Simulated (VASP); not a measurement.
Write the native input for VASP 6.6.1 that does the following.

| Item | Value |
| --- | --- |
| Task | single point |
| Functional | revPBE |
| Potentials or basis | VASP PAW PBE potentials, release 64 (Pd) |
| Cutoff | 520 eV |
| k mesh | 13 × 13 × 9 |
| Occupations | fermi-dirac, width 0.05 eV |
| Spin | collinear spin |
| Starting moments | [0.5, 0.5] μB |
| Dipole correction | no |
| Further INCAR settings | ALGO = Normal; EDIFF = 1e-07; NBANDS = 21; ISYM = 0 |

The structure of Pd lies in POSCAR:

```
Pd
1.0
   -2.9330978748      3.3391790559      1.3237907841
    3.3391790559     -2.9330978748      1.3237907841
    1.8873462163      1.8873462163     -0.5800523571
Pd
2
Direct
    0.0079678054      0.9920321946      1.0000000000
    0.7420321946      0.2579678054      0.5000000000
```

The input as run:

INCAR

```
  PREC = Accurate
  ENCUT = 520
  EDIFF = 1E-7
  ISMEAR = -1
  SIGMA = 0.05
  LREAL = False
  LASPH = True
  NELM = 150
  ALGO = Normal
  ISIF = 2
  LWAVE = False
  LCHARG = False
  ISPIN = 2
  MAGMOM = 0.5 0.5
  LORBIT = 11
  LMAXMIX = 4
  GGA = RE
  ISYM = 0
  NBANDS = 21
  KPAR = 4
```

KPOINTS

```
Automatic mesh
0
Gamma
  13 13 9
```

Potentials or basis: VASP PAW PBE potentials, release 64 (Pd).

Command:

```sh
$ cat potpaw_PBE.64/Pd/POTCAR > POTCAR
$ mpirun -np 4 vasp_std > vasp.out
```

Results of the run:

```json
{"Pressure": "-0.3 GPa", "Band gap on the k mesh": "zero (filled and empty bands overlap)", "Net moment": "0.00 μB per cell", "Valence electrons inside the program's atomic spheres": "Pd 9.33"}
```

Caveat: the PAW data sets were made with another functional, which shifts forces and pressure a little.

It took 8.2 min on 4 MPI ranks on Oxide Virtual Turin-like Processor (shared host), peak memory 0.72 GiB a rank.
